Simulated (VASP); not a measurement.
# AlN (rvv) (P6_3mc) in VASP: further runs, part 2 of 2

VASP 6.6.1.

**3. Relaxation of cell and atoms, r2SCAN+rVV10**

This run uses another cell than the first one, of 10.45 Å³/atom, 1.008 times its volume.

Input file POSCAR:

```
AlN
1.0
    3.1130000000      0.0000000000      0.0000000000
   -1.5565000000      2.6959370820      0.0000000000
    0.0000000000      0.0000000000      4.9810000000
Al N
2 2
Direct
    0.3333333333      0.6666666667      0.0000000000
    0.6666666667      0.3333333333      0.5000000000
    0.3333333333      0.6666666667      0.3800000000
    0.6666666667      0.3333333333      0.8800000000
```

Input file INCAR.step1:

```
SYSTEM = AlN
PREC = Accurate ; ENCUT = 600
ISMEAR = 0 ; SIGMA = 0.02
LREAL = .False. ; LASPH = .True.
NELM = 100 ; GGA = PE
ALGO = Normal ; EDIFF = 1E-4
LWAVE = .True. ; LCHARG = .False.
```

Input file INCAR.step2:

```
SYSTEM = AlN
PREC = Accurate ; ENCUT = 600
EDIFF = 1E-7 ; ISMEAR = 0
SIGMA = 0.02 ; LREAL = .False.
LASPH = .True. ; NELM = 100
ALGO = Normal ; ISIF = 3
LWAVE = .False. ; LCHARG = .False.
METAGGA = R2SCAN ; LMIXTAU = .True.
LUSE_VDW = .True. ; IVDW_NL = 2
BPARAM = 11.95 ; CPARAM = 0.0093
IBRION = 2 ; NSW = 100
EDIFFG = -0.002 ; ISTART = 1
```

Input file KPOINTS:

```
regular mesh
0
Gamma
  9 9 6
  0 0 0
```

Potentials or basis: VASP PAW PBE potentials, release 64 (Al, N).

Run with:

```bash
> cat potpaw_PBE.64/Al/POTCAR potpaw_PBE.64/N/POTCAR > POTCAR
> cp INCAR.step1 INCAR
> mpirun -np 1 vasp_std > vasp.out
> cp INCAR.step2 INCAR
> mpirun -np 1 vasp_std > vasp.out
```

OUTCAR:

```text
SYSTEM = AlN
   PREC = Accurate
   ENCUT = 600
   EDIFF = 1E-7
   ISMEAR = 0
   LREAL = .False.
   LASPH = .True.
   NELM = 100
   ISIF = 3
   METAGGA = R2SCAN
   IVDW_NL = 2
   BPARAM = 11.95
   IBRION = 2
   NSW = 100
   EDIFFG = -0.002
   ISTART = 1

 ion  position               nearest neighbor table
   1  0.333  0.667  0.000-   3 1.89   4 1.89   4 1.89   4 1.89   2 3.07   2 3.07   2 3.07   2 3.07
                             2 3.07   2 3.07
   2  0.667  0.333  0.500-   4 1.89   3 1.89   3 1.89   3 1.89   1 3.07   1 3.07   1 3.07   1 3.07
                             1 3.07   1 3.07
   3  0.333  0.667  0.380-   1 1.89   2 1.89   2 1.89   2 1.89
   4  0.667  0.333  0.880-   2 1.89   1 1.89   1 1.89   1 1.89

  LATTYP: Found a hexagonal cell.
 ALAT       =     3.1130000000
 C/A-ratio  =     1.6000642467

  Lattice vectors:

 A1 = (   3.1130000000,   0.0000000000,   0.0000000000)
 A2 = (  -1.5565000000,   2.6959370820,   0.0000000000)
 A3 = (   0.0000000000,   0.0000000000,   4.9810000000)

Analysis of symmetry for initial positions (statically):
=====================================================================
 Subroutine PRICEL returns:
 Original cell was already a primitive cell.

 Routine SETGRP: Setting up the symmetry group for a
 hexagonal supercell.

[... 185 lines left out ...]
  in kB      -25.3768885    -25.3768885     -6.9546259      0.0000000      0.0000000      0.0000000
  external PRESSURE =     -19.2361343 kB  Pullay stress =       0.0000000 kB
[... 291 lines left out ...]
--------------------------------------- Ionic step        9  -------------------------------------------

 number of electron      15.9999999 magnetization

 Free energy of the ion-electron system (eV)
  ---------------------------------------------------
  ext. energy  EPLUGINS =         0.00000000
  ---------------------------------------------------
  free energy    TOTEN  =       -38.08292092 eV

  energy without entropy =      -38.08292092  energy(sigma->0) =      -38.08292092

 E-fermi :   6.0430     XC(G=0): -11.4759

 val. band max:        5.9582610945   @ k =   0.0000   0.0000   0.0000
 cond. band min:      10.8760982254   @ k =   0.0000   0.0000   0.0000
 fundamental gap:      4.9178371309
 Fermi energy:         6.0430092010

 k-point     1 :       0.0000    0.0000    0.0000
  band No.  band energies     occupation
      1     -10.0620      2.00000
      2      -7.9181      2.00000
      3      -0.1528      2.00000
      4       5.0657      2.00000
      5       5.0657      2.00000
      6       5.7288      2.00000
      7       5.7288      2.00000
      8       5.9583      2.00000
      9      10.8761      0.00000
     10      13.5027      0.00000
     11      17.5740      0.00000
     12      18.0031      0.00000
[... 331 lines left out ...]
 k-point    24 :       0.3333    0.3333    0.1667
  band No.  band energies     occupation
      1      -7.5546      2.00000
      2      -7.5546      2.00000
      3       1.1422      2.00000
      4       1.7402      2.00000
      5       1.7402      2.00000
      6       3.1797      2.00000
      7       4.0563      2.00000
      8       4.0563      2.00000
      9      12.0078      0.00000
     10      15.0311      0.00000
     11      15.9426      0.00000
     12      15.9426      0.00000

 [... further k-points ...]
[... 5 lines left out ...]
  --------------------------------------------------------------------------------------
  -------------------------------------------------------------------------------------
  Total       -0.0013605     -0.0013605     -0.0077723      0.0000000     -0.0000000     -0.0000000
  in kB       -0.0526274     -0.0526274     -0.3006463      0.0000000     -0.0000000     -0.0000000
  external PRESSURE =      -0.1353003 kB  Pullay stress =       0.0000000 kB
[... 19 lines left out ...]
  FREE ENERGIE OF THE ION-ELECTRON SYSTEM (eV)
  ---------------------------------------------------
  free  energy   TOTEN  =       -38.0829209153 eV

  energy  without entropy=      -38.0829209153  energy(sigma->0) =      -38.08292092

 reached required accuracy - stopping structural energy minimisation
```

OUTCAR.step1:

```text
SYSTEM = AlN
   PREC = Accurate
   ENCUT = 600
   ISMEAR = 0
   LREAL = .False.
   LASPH = .True.
   NELM = 100
[... 593 lines left out ...]
      1.55650      0.89865      2.49050         0.000000     -0.000000     -0.129191
     -0.00000      1.79729      1.89278        -0.000000      0.000000      0.129191
      1.55650      0.89865      4.38328         0.000000      0.000000      0.129191
 -----------------------------------------------------------------------------------
    total drift:                               -0.000000      0.000000      0.001527

  FREE ENERGIE OF THE ION-ELECTRON SYSTEM (eV)
  ---------------------------------------------------
  free  energy   TOTEN  =       -29.7742965035 eV

  energy  without entropy=      -29.7742965035  energy(sigma->0) =      -29.77429650
```

OSZICAR.step1:

```text
N       E                     dE             d eps       ncg     rms          rms(c)
DAV:   1     0.589676802038E+02    0.58968E+02   -0.82830E+03  1152   0.134E+03
DAV:   2    -0.300218692309E+02   -0.88990E+02   -0.81531E+02  1692   0.243E+02
DAV:   3    -0.344823776988E+02   -0.44605E+01   -0.44410E+01  1516   0.600E+01
DAV:   4    -0.345213141203E+02   -0.38936E-01   -0.38922E-01  1324   0.638E+00
DAV:   5    -0.345218557494E+02   -0.54163E-03   -0.54160E-03  1472   0.757E-01    0.122E+01
DAV:   6    -0.297687228811E+02    0.47531E+01   -0.16952E+01  1400   0.332E+01    0.420E+00
DAV:   7    -0.297859144403E+02   -0.17192E-01   -0.66584E-01  1300   0.686E+00    0.288E+00
DAV:   8    -0.297785216246E+02    0.73928E-02   -0.76908E-02  1340   0.311E+00    0.483E-01
DAV:   9    -0.297738406878E+02    0.46809E-02   -0.19087E-02  1464   0.104E+00    0.243E-01
DAV:  10    -0.297743931030E+02   -0.55242E-03   -0.25613E-03  1376   0.406E-01    0.138E-01
DAV:  11    -0.297742965035E+02    0.96600E-04   -0.30602E-04  1096   0.144E-01
   1 F= -.29774297E+02 E0= -.29774297E+02  d E =-.154398E-25
```

Run time: 17 min. Hardware: 1 thread of Intel Xeon Platinum 8375C at 2.90GHz (Ice Lake), shared host; peak memory 0.32 GiB.

What came out:

| Property | Result |
| --- | --- |
| Free energy | -38.0829 eV |
| Relaxed volume | 10.35 Å³/atom |
| Relaxed cell | a = 3.102 Å, b = 3.102 Å, c = 4.970 Å, α = 90.00°, β = 90.00°, γ = 120.00° |
| Space group after relaxing (to 0.05 Å) | P6_3mc (No. 186) |
| Energy gained by relaxing | 0.9 meV/atom |
| Ionic steps | 9 |
| Pressure after relaxing | 0.0 GPa |
| Band gap on the k mesh | 4.92 eV, direct |

Step by step:
```
step  energy change (eV)  largest force (eV/Å)  pressure (GPa)  volume (Å³)
   1              0.0000                0.1256           -1.92        41.80
   2              0.0003                0.1008            2.00        41.05
   3             -0.0034                0.0160           -0.05        41.43
   4             -0.0034                0.0134           -0.01        41.42
   5             -0.0035                0.0086            0.02        41.42
   6             -0.0035                0.0036            0.04        41.41
   7             -0.0035                0.0050            0.04        41.41
   8             -0.0035                0.0050           -0.04        41.42
   9             -0.0035                0.0020           -0.01        41.42
```

Final structure:
```
CELL_PARAMETERS angstrom
3.10214 0.00000 0.00000
-1.55107 2.68653 0.00000
0.00000 0.00000 4.96995
ATOMIC_POSITIONS crystal
Al 0.33333 0.66667 0.99913
Al 0.66667 0.33333 0.49913
N 0.33333 0.66667 0.38087
N 0.66667 0.33333 0.88087
```

Levels at points of the mesh, in eV from the valence-band top:
| k point | band 4 | band 5 | band 6 | band 7 | band 8 | band 9 | band 10 | band 11 | band 12 |
| --- | --- | --- | --- | --- | --- | --- | --- | --- | --- |
| (0.00, 0.00, 0.00) | -0.89 | -0.89 | -0.23 | -0.23 | 0.00 | 4.92 | 7.54 | 11.62 | 12.04 |
| (0.00, 0.00, 0.50) | -3.40 | -0.57 | -0.57 | -0.57 | -0.57 | 7.26 | 7.26 | 11.32 | 11.32 |

Caveat: the PAW data sets were made with another functional, which shifts forces and pressure a little.

**4. Against experiment**

Step 2. Measured gap of AlN: 6.0343 eV (an exciton energy, a little under the gap; 0 K; quoted in “Structural and optical properties of self-assembled AlN nanowires grown on SiO2/Si substrates by molecular beam epitaxy”, 2024, arxiv:2402.00216). This calculation gives 4.91 eV (-1.13 eV). 2 values of this kind are on record (6.034 to 6.0343 eV); this one was drawn at random. The value is that of r2SCAN+rVV10 on a finite k mesh, which can miss the band edges, without temperature or zero-point motion.
